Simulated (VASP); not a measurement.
A run of VASP 6.6.1 is set up as follows.

File INCAR:

```
SYSTEM = AlAs
  PREC = Accurate
  ENCUT = 500
  EDIFF = 1E-6
  ISMEAR = 1
  SIGMA = 0.01
  LREAL = .False.
  LASPH = .True.
  NELM = 120
  ALGO = Normal
  ISIF = 2
  LWAVE = .False.
  LCHARG = .False.
  GGA = PE
  NBANDS = 11
  GGA_COMPAT = .False.
```

File KPOINTS:

```
Automatic mesh
0
Gamma
  6 6 6
  0 0 0
```

File POSCAR:

```
AlAs
1.0
    0.0000000000      2.7577933910      2.7577933910
    2.7577933910      0.0000000000      2.7577933910
    2.7577933910      2.7577933910      0.0000000000
Al As
1 1
Direct
    0.0000000000      0.0000000000      0.0000000000
    0.2500000000      0.2500000000      0.2500000000
```

Potentials or basis: VASP PAW PBE potentials, release 64 (Al, As).

The run is started by

```bash
$ cat potpaw_PBE.64/Al/POTCAR potpaw_PBE.64/As/POTCAR > POTCAR
$ mpirun -np 1 vasp_std > vasp.out
```

Task: Predict the pressure.

Result: 10.0 GPa.

Task: Predict the band gap on the k mesh.

Result: 1.28 eV (least direct gap 2.70 eV).

Caveat: the cell stands under pressure. A k mesh can miss the band edges.
